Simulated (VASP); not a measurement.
# InSe (Fm-3m) in VASP: a series of runs

InSe is run at these levels: PBEsol; tasks: single point, relaxation of cell and atoms.

All numbers are computed with VASP 6.6.1; they aren't measurements. Logs are shortened: lines on timing, memory, paths and dates and some standing lists are left out, and cuts for length are marked.

## 1. The cell of the first run

The structure is cubic, space group Fm-3m (No. 225). The conventional cell has a = 5.809 Å, b = 5.809 Å, c = 5.809 Å, α = 90.00°, β = 90.00°, γ = 90.00°. In (site symmetry m-3m) has 6 Se at 2.90 Å within 3.8 Å. Within 3.8 Å of Se (site symmetry m-3m) lie 6 In at 2.90 Å.

## 2. Single point, PBEsol

Input file INCAR:

```
SYSTEM = InSe
ALGO = Normal
EDIFF = 1E-6
ENCUT = 520
GGA = PS
ISIF = 2
ISMEAR = 0
LASPH = .TRUE.
LCHARG = .FALSE.
LREAL = .FALSE.
LWAVE = .FALSE.
NBANDS = 16
NELM = 80
PREC = Accurate
SIGMA = 0.1
```

Input file KPOINTS:

```
k-points
0
G
  12 12 12
  0 0 0
```

Input file POSCAR:

```
InSe
1.0
    0.0000000000      2.9046289659      2.9046289659
    2.9046289659      0.0000000000      2.9046289659
    2.9046289659      2.9046289659      0.0000000000
In Se
1 1
Direct
    0.0000000000      0.0000000000      0.0000000000
    0.5000000000      0.5000000000      0.5000000000
```

Potentials or basis: VASP PAW PBE potentials, release 64 (In_d, Se).

Started as:

```console
$ cat potpaw_PBE.64/In_d/POTCAR potpaw_PBE.64/Se/POTCAR > POTCAR
$ mpirun -np 1 vasp_std > vasp.out
```

OUTCAR:

```text
SYSTEM = InSe
   EDIFF = 1E-6
   ENCUT = 520
   GGA = PS
   ISIF = 2
   ISMEAR = 0
   LASPH = .TRUE.
   LREAL = .FALSE.
   NELM = 80
   PREC = Accurate

 ion  position               nearest neighbor table
   1  0.000  0.000  0.000-   2 2.90   2 2.90   2 2.90   2 2.90   2 2.90   2 2.90
   2  0.500  0.500  0.500-   1 2.90   1 2.90   1 2.90   1 2.90   1 2.90   1 2.90

  LATTYP: Found a face centered cubic cell.
 ALAT       =     5.8092579318

  Lattice vectors:

 A1 = (   0.0000000000,   2.9046289659,   2.9046289659)
 A2 = (   2.9046289659,   0.0000000000,   2.9046289659)
 A3 = (   2.9046289659,   2.9046289659,   0.0000000000)

Analysis of symmetry for initial positions (statically):
=====================================================================
 Subroutine PRICEL returns:
 Original cell was already a primitive cell.

 Routine SETGRP: Setting up the symmetry group for a
 face centered cubic supercell.

 Subroutine GETGRP returns: Found 48 space group operations
 (whereof 48 operations were pure point group operations)
 out of a pool of 48 trial point group operations.

The static configuration has the point symmetry O_h .

Analysis of symmetry for dynamics (positions and initial velocities):
=====================================================================
 Subroutine PRICEL returns:
 Original cell was already a primitive cell.

 Routine SETGRP: Setting up the symmetry group for a
 face centered cubic supercell.

 Subroutine GETGRP returns: Found 48 space group operations
 (whereof 48 operations were pure point group operations)
 out of a pool of 48 trial point group operations.

The dynamic configuration has the point symmetry O_h .

 Subroutine INISYM returns: Found 48 space group operations
 (whereof 48 operations are pure point group operations),
 and found     1 'primitive' translations

----------------------------------------------------------------------------------------

                                     Primitive cell

  volume of cell :      49.0120

  direct lattice vectors                    reciprocal lattice vectors
     0.000000000  2.904628966  2.904628966    -0.172139026  0.172139026  0.172139026
     2.904628966  0.000000000  2.904628966     0.172139026 -0.172139026  0.172139026
     2.904628966  2.904628966  0.000000000     0.172139026  0.172139026 -0.172139026

  length of vectors
     4.107765677  4.107765677  4.107765677     0.298153538  0.298153538  0.298153538

  position of ions in fractional coordinates (direct lattice)
     0.000000000  0.000000000  0.000000000
     0.500000000  0.500000000  0.500000000

  ion indices of the primitive-cell ions
   primitive index   ion index
                 1           1
                 2           2

----------------------------------------------------------------------------------------

 KPOINTS: k-points

Automatic generation of k-mesh.
 Grid dimensions read from file:
 generate k-points for:   12   12   12

 Generating k-lattice:

  Cartesian coordinates                     Fractional coordinates (reciprocal lattice)
    -0.014344919  0.014344919  0.014344919     0.083333333  0.000000000  0.000000000
     0.014344919 -0.014344919  0.014344919     0.000000000  0.083333333  0.000000000
     0.014344919  0.014344919 -0.014344919     0.000000000  0.000000000  0.083333333

  Length of vectors
     0.024846128  0.024846128  0.024846128

  Shift w.r.t. Gamma in fractional coordinates (k-lattice)
     0.000000000  0.000000000  0.000000000

 Subroutine IBZKPT returns following result:
 ===========================================

 Found     72 irreducible k-points:

 Following reciprocal coordinates:
            Coordinates               Weight
  0.000000  0.000000  0.000000      1.000000
  0.083333  0.000000  0.000000      8.000000
  0.166667  0.000000  0.000000      8.000000
  0.250000  0.000000  0.000000      8.000000
  0.333333  0.000000  0.000000      8.000000
  0.416667  0.000000  0.000000      8.000000
[... 16 lines left out ...]
  0.500000  0.166667  0.000000     24.000000
 -0.416667  0.166667  0.000000     24.000000
 [... further k-points ...]
   k-points           NKPTS =     72   k-points in BZ     NKDIM =     72   number of bands    NBANDS=     16
   number of dos      NEDOS =    301   number of ions     NIONS =      2
   total plane-waves  NPLWV =  32768
   dimension x,y,z NGX =    32 NGY =   32 NGZ =   32
   dimension x,y,z NGXF=    64 NGYF=   64 NGZF=   64
   ions per type =               1   1
   NGX,Y,Z   is equivalent  to a cutoff of  12.95, 12.95, 12.95 a.u.
   NGXF,Y,Z  is equivalent  to a cutoff of  25.90, 25.90, 25.90 a.u.
 SYSTEM =  InSe
   PREC   = accura    normal or accurate (medium, high low for compatibility)
   ISTART =      0    job   : 0-new  1-cont  2-samecut
   ICHARG =      2    charge: 1-file 2-atom 10-const
   ISPIN  =      1    spin polarized calculation?
   LNONCOLLINEAR =      F non collinear calculations
   LSORBIT =      F    spin-orbit coupling
   LASPH  =      T    aspherical Exc in radial PAW
   ENCUT  =  520.0 eV  38.22 Ry    6.18 a.u.   7.64  7.64  7.64*2*pi/ulx,y,z
   NELM   =     80;   NELMIN=  2; NELMDL= -5     # of ELM steps
   EDIFF  = 0.1E-05   stopping-criterion for ELM
   LREAL  =      F    real-space projection
   EDIFFG = 0.1E-04   stopping-criterion for IOM
   NSW    =      0    number of steps for IOM
   IBRION =     -1    ionic relax: 0-MD 1-quasi-New 2-CG
   NFREE  =      0    steps in history (QN), initial steepest desc. (CG)
   ISIF   =      2    stress and relaxation
   ISYM   =      2    0-nonsym 1-usesym 2-fastsym
   POTIM  = 0.5000    time-step for ionic-motion
   TEBEG  =    0.0;   TEEND  =   0.0 temperature during run
   PSTRESS=    0.0 pullay stress
   NELECT =      19.0000    total number of electrons
   NUPDOWN=      -1.0000    fix difference up-down
   EMIN   =  10.00;   EMAX   =-10.00  energy-range for DOS
   EFERMI =   0.00;   METHOD = LEGACY
   ISMEAR =     0;   SIGMA  =   0.10  broadening in eV -4-tet -1-fermi 0-gaus
   EFERMI_NEDOS =   21; number of points for ismear=-14 and -15
   IALGO  =     38    algorithm
   IMIX   =      4    mixing-type and parameters
     AMIX     =   0.40;   BMIX     =  1.00
     AMIX_MAG =   1.60;   BMIX_MAG =  1.00
  volume/ion in A,a.u.               =      24.51       165.37
  Fermi-wavevector in a.u.,A,eV,Ry     =   1.193691  2.255750 19.386927  1.424899
  Thomas-Fermi vector in A             =   2.329700
   LORBIT       =      0    0 simple, 1 ext, 2 COOP (PROOUT), +10 PAW based schemes
   GGA     = PS    functional components
   LHFCALC =     F    Hartree Fock is set to
   AEXX    =    0.0000 exact exchange contribution
   IVDW    =     0    specifies the selected vdW correction
   LEPSILON=     F    determine dielectric tensor
   LRPA    =     F    only Hartree local field effects (RPA)
 non-spin polarized calculation
 Gauss-broadening in eV      SIGMA  =   0.10
  energy-cutoff  :      520.00
  volume of cell :       49.01
 maximum number of plane-waves:      1363
   NGX = 15   NGY = 15   NGZ = 15

 number of electron      18.9999997 magnetization

 Free energy of the ion-electron system (eV)
  ---------------------------------------------------
  ext. energy  EPLUGINS =         0.00000000
  ---------------------------------------------------
  free energy    TOTEN  =        -7.71216321 eV

  energy without entropy =       -7.70705261  energy(sigma->0) =       -7.70960791

 E-fermi :   6.1798     XC(G=0): -10.1200

 val. band max:        6.1788088012   @ k =   0.3333   0.1667   0.0000
 cond. band min:       6.1861091327   @ k =  -0.1667   0.0833   0.0000
 fundamental gap:      0.0073003315
 Fermi energy:         6.1797605282

 k-point     1 :       0.0000    0.0000    0.0000
  band No.  band energies     occupation
      1      -8.4885      2.00000
      2      -8.4885      2.00000
      3      -8.4760      2.00000
      4      -8.4760      2.00000
      5      -8.4760      2.00000
      6      -8.2229      2.00000
[... 8 lines left out ...]
     15      12.6390      0.00000
     16      12.6390      0.00000

 k-point     2 :       0.0833    0.0000    0.0000
  band No.  band energies     occupation
      1      -8.4914      2.00000
      2      -8.4914      2.00000
      3      -8.4761      2.00000
      4      -8.4730      2.00000
      5      -8.4730      2.00000
      6      -8.1708      2.00000
[... 8 lines left out ...]
     15      12.8583      0.00000
     16      12.9364      0.00000

 k-point     3 :       0.1667    0.0000    0.0000
  band No.  band energies     occupation
      1      -8.5005      2.00000
      2      -8.5005      2.00000
      3      -8.4770      2.00000
      4      -8.4638      2.00000
      5      -8.4638      2.00000
      6      -8.0212      2.00000
[... 8 lines left out ...]
     15      13.3083      0.00000
     16      13.3083      0.00000

 k-point     4 :       0.2500    0.0000    0.0000
  band No.  band energies     occupation
      1      -8.5137      2.00000
      2      -8.5137      2.00000
      3      -8.4786      2.00000
      4      -8.4504      2.00000
      5      -8.4504      2.00000
      6      -7.7976      2.00000
[... 8 lines left out ...]
     15      14.0236      0.00000
     16      14.0236      0.00000
[... 324 lines left out ...]
 k-point    22 :       0.4167    0.1667    0.0000
  band No.  band energies     occupation
      1      -8.6923      2.00000
      2      -8.5065      2.00000
      3      -8.4808      2.00000
      4      -8.4422      2.00000
      5      -8.4228      2.00000
      6      -7.1591      2.00000
[... 8 lines left out ...]
     15      16.3481      0.00000
     16      16.9873      0.00000

 k-point    23 :       0.5000    0.1667    0.0000
  band No.  band energies     occupation
      1      -8.6902      2.00000
      2      -8.5185      2.00000
      3      -8.4758      2.00000
      4      -8.4409      2.00000
      5      -8.4195      2.00000
      6      -6.9974      2.00000
[... 8 lines left out ...]
     15      16.6618      0.00000
     16      17.1396      0.00000

 k-point    24 :      -0.4167    0.1667    0.0000
  band No.  band energies     occupation
      1      -8.6731      2.00000
      2      -8.5267      2.00000
      3      -8.4720      2.00000
      4      -8.4416      2.00000
      5      -8.4234      2.00000
      6      -6.9861      2.00000
[... 8 lines left out ...]
     15      15.8522      0.00000
     16      15.9307      0.00000

 [... further k-points ...]
[... 5 lines left out ...]
  --------------------------------------------------------------------------------------
  -------------------------------------------------------------------------------------
  Total        0.0133907      0.0133907      0.0133907     -0.0000000      0.0000000      0.0000000
  in kB        0.4377365      0.4377365      0.4377365     -0.0000000      0.0000000      0.0000000
  external PRESSURE =       0.4377365 kB  Pullay stress =       0.0000000 kB

 VOLUME and BASIS-vectors are now :
 -----------------------------------------------------------------------------
  energy-cutoff  :      520.00
  volume of cell :       49.01
      direct lattice vectors                 reciprocal lattice vectors
     0.000000000  2.904628966  2.904628966    -0.172139026  0.172139026  0.172139026
     2.904628966  0.000000000  2.904628966     0.172139026 -0.172139026  0.172139026
     2.904628966  2.904628966  0.000000000     0.172139026  0.172139026 -0.172139026

 POSITION                                       TOTAL-FORCE (eV/Angst)
 -----------------------------------------------------------------------------------
      0.00000      0.00000      0.00000         0.000000      0.000000      0.000000
      2.90463      2.90463      2.90463         0.000000      0.000000     -0.000000
 -----------------------------------------------------------------------------------
    total drift:                                0.000000     -0.000000     -0.000000

  FREE ENERGIE OF THE ION-ELECTRON SYSTEM (eV)
  ---------------------------------------------------
  free  energy   TOTEN  =        -7.7121632085 eV

  energy  without entropy=       -7.7070526125  energy(sigma->0) =       -7.70960791
```

Run time: 48 s. Hardware: 1 thread of Intel Xeon Platinum 8488C (Sapphire Rapids), shared host; peak memory 0.21 GiB.

What came out:

| Quantity | Value |
| --- | --- |
| Free energy | -7.7122 eV |
| Pressure | 0.0 GPa |

Caveat: the PAW data sets were made with another functional, which shifts forces and pressure a little; spin-orbit coupling is left out, which moves the levels of the heavy elements.

(Continued in part 2 of 2.)
